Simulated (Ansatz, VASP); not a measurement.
Two plane-wave programs on Ta

```
CELL_PARAMETERS angstrom
-1.66779 1.65128 1.66779
1.63477 -1.65128 1.63477
1.66779 1.65128 -1.66779
ATOMIC_POSITIONS crystal
Ta 0.00000 0.00000 0.00000
```

Change from the starting cell: strain -0.0200 x Voigt [0, 0, 0, 0, 1, 0], atoms carried along.

Alike in both runs: task single point; functional PBEsol; k mesh 20 × 20 × 20; occupations gaussian, width 0.15 eV; no spin polarisation.

|  | VASP | Ansatz |
| --- | --- | --- |
| version | VASP 6.6.1 | Ansatz 0.2.0 |
| potentials or method | VASP PAW PBE potentials, release 64 (Ta_pv), cutoff 520 eV | scalar-relativistic, plane waves, PAW |
| valence electrons in the cell | 11 | 13 |

```csv
,VASP,Ansatz,Ansatz less VASP
gap on the k mesh at the Fermi level (eV),none,none,-
pressure (GPa),-3.6,-3.7,-0.13
"traceless stress, the component that is largest in VASP (GPa)",1.53,1.52,-0.003
```

VASP's potentials were made for PBE, not for PBEsol. A gap of «none» marks a metal or a gap that the smearing closes. The functional is the same, so the differences come from potentials, cutoffs and numerics. VASP's potentials hold 11 valence electrons a cell and Ansatz's 13, so a difference there can come from the potentials and not from the codes.

Neither program's run includes spin-orbit coupling.
